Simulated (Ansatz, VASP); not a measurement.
**Mg: VASP beside Ansatz**

The input INCAR:

```
  PREC = Accurate
  ENCUT = 520
  EDIFF = 1E-6
  ISMEAR = 0
  SIGMA = 0.1
  LREAL = F
  LASPH = T
  NELM = 80
  ALGO = Normal
  ISIF = 2
  LWAVE = F
  LCHARG = F
  GGA = PE
  NBANDS = 9
```

File KPOINTS:

```
Automatic mesh
0
Gamma
  12 12 12
```

File POSCAR:

```
Mg
1.0
    3.6711586697      0.0000000000      0.0000000000
    0.0000000000      3.6711586697      0.0000000000
    0.0000000000      0.0000000000      3.4098285591
Mg
2
Direct
    0.0000000000      0.0000000000      0.0000000000
    0.5000000000      0.5000000000      0.5000000000
```

Input for Ansatz:

```yaml
crystal:
  lattice:
    - [3.6711586697, 0.0, 0.0]
    - [0.0, 3.6711586697, 0.0]
    - [0.0, 0.0, 3.4098285591]
  atoms:
    - { symbol: Mg, position: [0.0, 0.0, 0.0] }
    - { symbol: Mg, position: [0.5, 0.5, 0.5] }
basis:
  ecutwfc: 420
kpoints:
  mp_grid: { grid: [12, 12, 12] }
hamiltonian:
  xc: pbe
scf:
  occupations: { method: gaussian, width: 0.1 }
output:
  forces: true
  stress: true
  eigenvalues: true
```

Alike in both runs: task single point; functional PBE; k mesh 12 × 12 × 12; occupations gaussian, width 0.1 eV; no spin polarisation.

|  | VASP | Ansatz |
| --- | --- | --- |
| version | VASP 6.6.1 | Ansatz 0.2.0 |
| potentials or method | VASP PAW PBE potentials, release 64 (Mg), cutoff 520 eV | scalar-relativistic, plane waves, PAW |
| valence electrons in the cell | 4 | 20 |

|  | VASP | Ansatz | Ansatz less VASP |
| --- | --- | --- | --- |
| gap on the k mesh at the Fermi level (eV) | none | none | - |
| pressure (GPa) | -0.2 | -0.1 | +0.13 |
| traceless stress, the component that is largest in VASP (GPa) | -0.56 | -0.56 | +0.005 |

A gap of «none» marks a metal or a gap that the smearing closes. VASP's potentials hold 4 valence electrons a cell and Ansatz's 20, so a difference there can come from the potentials and not from the codes.
